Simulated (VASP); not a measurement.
La2O3:

```
CELL_PARAMETERS angstrom
6.30828 0.00000 0.00000
-3.15414 5.46313 0.00000
0.00000 0.00000 3.32162
ATOMIC_POSITIONS crystal
La 0.66667 0.33333 0.50000
La 0.33333 0.66667 0.50000
O 0.50801 0.00000 0.00000
O 0.00000 0.50801 0.00000
O 0.49199 0.49199 0.00000
```

Base run:

| Property | Result |
| --- | --- |
| Program | VASP 6.6.1 |
| Functional | LDA |
| Potentials or basis | VASP PAW LDA potentials, release 64 (La, O) |
| Cutoff | 520 eV |
| k mesh | 5 × 5 × 8 |
| Occupations | fermi-dirac, width 0.05 eV |
| Spin | no spin polarisation |

Its results: band gap on the k mesh 1.48 eV (least direct gap 1.95 eV); pressure -5.0 GPa; largest force 0.083 eV/Å.

**Question.** The run is repeated on the same cell with these changes: functional from LDA to PBEsol; potentials or basis from VASP PAW LDA potentials, release 64 (La, O) to VASP PAW PBE potentials, release 64 (La, O). What comes out?

**Answer.** Band gap on the k mesh 1.56 eV (least direct gap 2.02 eV); pressure -3.0 GPa; largest force 0.072 eV/Å.

Caveats: the cell stands under tension; spin-orbit coupling is left out, which moves the levels of the heavy elements; an odd mesh through Γ misses points on the zone boundary, where band edges can lie; the PAW data sets were made with another functional, which shifts forces and pressure a little (at least some runs).
